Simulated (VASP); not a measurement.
## Mg: single point with PBE+D4

The system is Mg.

```
CELL_PARAMETERS angstrom
-1.77218 1.77218 1.77218
1.77218 -1.77218 1.77218
1.77218 1.77218 -1.77218
ATOMIC_POSITIONS crystal
Mg 0.00000 0.00000 0.00000
```

This isn't the form of Mg at room conditions, which is hcp.

```
Program             : VASP 6.6.1
Task                : single point
Functional          : PBE
Dispersion          : D4
Potentials or basis : VASP PAW PBE potentials, release 64 (Mg)
Cutoff              : 520 eV
k mesh              : 11 × 11 × 11
Occupations         : fermi-dirac, width 0.05 eV
Spin                : no spin polarisation
```

```
Pressure                   : -0.1 GPa
Band gap on the k mesh     : zero (bands 1 and 2 overlap by 3.05 eV)
Dispersion energy per atom : -0.168 eV
```

Levels at points of the mesh, in eV from the Fermi level:
| k point | band 1 | band 2 | band 3 | band 4 | band 5 | band 6 |
| --- | --- | --- | --- | --- | --- | --- |
| (0.00, 0.00, 0.00) | -7.08 | 13.22 | 13.22 | 13.22 | 15.27 | 15.27 |

Wall time 8 s on 1 thread of Intel Xeon 8259CL, on a shared host, peak memory 0.14 GiB.
